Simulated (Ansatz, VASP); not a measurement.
## WS2 in VASP and in Ansatz

POSCAR

```
WS2
1.0
    3.1814117282      0.0000000000      0.0000000000
   -1.5907058641      2.7551833765      0.0000000000
    0.0000000000      0.0000000000     24.0434685427
W S
2 4
Direct
    0.3333333333      0.6666666667      0.6379434935
    0.6666666667      0.3333333333      0.3620565065
    0.3333333333      0.6666666667      0.2962425097
    0.6666666667      0.3333333333      0.5721038223
    0.3333333333      0.6666666667      0.4278961777
    0.6666666667      0.3333333333      0.7037574903
```

Contents of INCAR.step1:

```
SYSTEM = WS2
PREC     = Accurate       ! precision mode
ENCUT    = 520            ! plane-wave cutoff, eV
ISMEAR   = 0              ! smearing method
SIGMA    = 0.05           ! smearing width, eV
LREAL    = .FALSE.        ! projectors in reciprocal space
LASPH    = .TRUE.         ! aspherical terms in the spheres
NELM     = 100            ! most SCF steps
NBANDS   = 35             ! bands
GGA      = PE             ! functional
ALGO     = Normal         ! electronic algorithm
EDIFF    = 1E-4           ! SCF threshold, eV
LWAVE    = .TRUE.         ! write WAVECAR
LCHARG   = .FALSE.        ! write CHGCAR
```

Contents of INCAR.step2:

```
SYSTEM = WS2
PREC     = Accurate       ! precision mode
ENCUT    = 520            ! plane-wave cutoff, eV
EDIFF    = 1E-6           ! SCF threshold, eV
ISMEAR   = 0              ! smearing method
SIGMA    = 0.05           ! smearing width, eV
LREAL    = .FALSE.        ! projectors in reciprocal space
LASPH    = .TRUE.         ! aspherical terms in the spheres
NELM     = 100            ! most SCF steps
ALGO     = Normal         ! electronic algorithm
ISIF     = 2              ! what is computed and relaxed
LWAVE    = .FALSE.        ! write WAVECAR
LCHARG   = .TRUE.         ! write CHGCAR
METAGGA  = R2SCAN         ! meta-GGA
LMIXTAU  = .TRUE.       
LELF     = .TRUE.         ! ELF
LVHAR    = .TRUE.       
NBANDS   = 35             ! bands
ISTART   = 1
```

The input KPOINTS:

```
Automatic mesh
0
G
  12 12 2
  0 0 0
```

Input for Ansatz:

```yaml
crystal:
  lattice:
    - [3.1814117282, 0.0, 0.0]
    - [-1.5907058641, 2.7551833765, 0.0]
    - [0.0, 0.0, 24.0434685427]
  atoms:
    - { symbol: W, position: [0.3333333333, 0.6666666667, 0.6379434935] }
    - { symbol: W, position: [0.6666666667, 0.3333333333, 0.3620565065] }
    - { symbol: S, position: [0.3333333333, 0.6666666667, 0.2962425097] }
    - { symbol: S, position: [0.6666666667, 0.3333333333, 0.5721038223] }
    - { symbol: S, position: [0.3333333333, 0.6666666667, 0.4278961777] }
    - { symbol: S, position: [0.6666666667, 0.3333333333, 0.7037574903] }
basis:
  ecutwfc: 500
kpoints:
  mp_grid: { grid: [12, 12, 2] }
hamiltonian:
  xc: r2scan
scf:
  occupations: { method: gaussian, width: 0.05 }
output:
  forces: true
  stress: true
  eigenvalues: true
```

Change from the starting cell: strain +0.0150 x Voigt [0, 0, 1, 0, 0, 0], atoms carried along.

Alike in both runs: task single point; functional r2SCAN; k mesh 12 × 12 × 2; occupations gaussian, width 0.05 eV; no spin polarisation.

```csv
,VASP,Ansatz
version,VASP 6.6.1,Ansatz 0.2.0
potentials or method,"VASP PAW PBE potentials, release 64 (W_sv, S), cutoff 520 eV","scalar-relativistic, plane waves, PAW"
valence electrons in the cell,52,52
```

Ansatz gave:

- gap on the k mesh at the Fermi level (eV): 1.77
- least direct gap on the mesh (eV): 1.96
- rms of the force components (eV/Å): 0.222

Estimate VASP's values.

gap on the k mesh at the Fermi level (eV): 1.78; least direct gap on the mesh (eV): 1.96; rms of the force components (eV/Å): 0.212.

VASP's potentials were made for PBE, not for r2SCAN. Atom by atom the forces differ by 0.010 eV/Å (rms over components).

Spin-orbit coupling is off throughout.
